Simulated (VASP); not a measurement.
Input of a VASP 6.6.1 run:

Contents of POSCAR:

```
Mg
1.0
    3.1768261656      0.0000000000      0.0000000000
   -1.5884130828      2.7512121628      0.0000000000
    0.0000000000      0.0000000000     10.3188620100
Mg
4
Direct
    0.6666666667      0.3333333333      0.7500000000
    0.0000000000      0.0000000000      0.5000000000
    0.3333333333      0.6666666667      0.2500000000
    0.0000000000      0.0000000000      0.0000000000
```

The input INCAR.step1:

```
SYSTEM = Mg
ALGO     = Normal         ! electronic algorithm
EDIFF    = 1E-5           ! SCF threshold, eV
ENCUT    = 520            ! plane-wave cutoff, eV
GGA      = PE             ! functional
ISIF     = 2              ! what is computed and relaxed
ISMEAR   = -1             ! smearing method
LASPH    = .TRUE.         ! aspherical terms in the spheres
LCHARG   = .FALSE.        ! write CHGCAR
LREAL    = .FALSE.        ! projectors in reciprocal space
LWAVE    = .TRUE.         ! write WAVECAR
NBANDS   = 12             ! bands
NELM     = 100            ! most SCF steps
PREC     = Accurate       ! precision mode
SIGMA    = 0.05           ! smearing width, eV
```

File INCAR.step2:

```
SYSTEM = Mg
AEXX     = 0.25           ! exact-exchange fraction
ALGO     = Normal         ! electronic algorithm
EDIFF    = 1E-6           ! SCF threshold, eV
ENCUT    = 520            ! plane-wave cutoff, eV
ISIF     = 2              ! what is computed and relaxed
ISMEAR   = -1             ! smearing method
ISTART   = 1            
LASPH    = .TRUE.         ! aspherical terms in the spheres
LCHARG   = .FALSE.        ! write CHGCAR
LHFCALC  = .TRUE.         ! exact exchange
LMIXTAU  = .TRUE.       
LREAL    = .FALSE.        ! projectors in reciprocal space
LWAVE    = .FALSE.        ! write WAVECAR
METAGGA  = R2SCAN         ! meta-GGA
NBANDS   = 12             ! bands
NELM     = 100            ! most SCF steps
PREC     = Accurate       ! precision mode
PRECFOCK = Normal       
SIGMA    = 0.05           ! smearing width, eV
```

File KPOINTS:

```
k-points
0
G
  5 5 2
  0 0 0
```

Potentials or basis: VASP PAW PBE potentials, release 64 (Mg).

Run with:

```console
$ cat potpaw_PBE.64/Mg/POTCAR > POTCAR
$ cp INCAR.step1 INCAR
$ mpirun -np 1 vasp_std > vasp.out
$ cp INCAR.step2 INCAR
$ mpirun -np 1 vasp_std > vasp.out
```

**Question.** Predict the band gap on the k mesh.

**Answer.** Zero (band 4 reaches 3.48 eV, above the bottom of band 5 at 1.03 eV).

**Question.** Predict the pressure.

**Answer.** -0.2 GPa.

Stress tensor (GPa, compression positive):
```
-0.60  0.00  0.00
 0.00 -0.60  0.00
 0.00  0.00  0.64
```

Caveat: the k points lie up to 0.46 Å⁻¹ apart; the PAW data sets were made with another functional, which shifts forces and pressure a little.
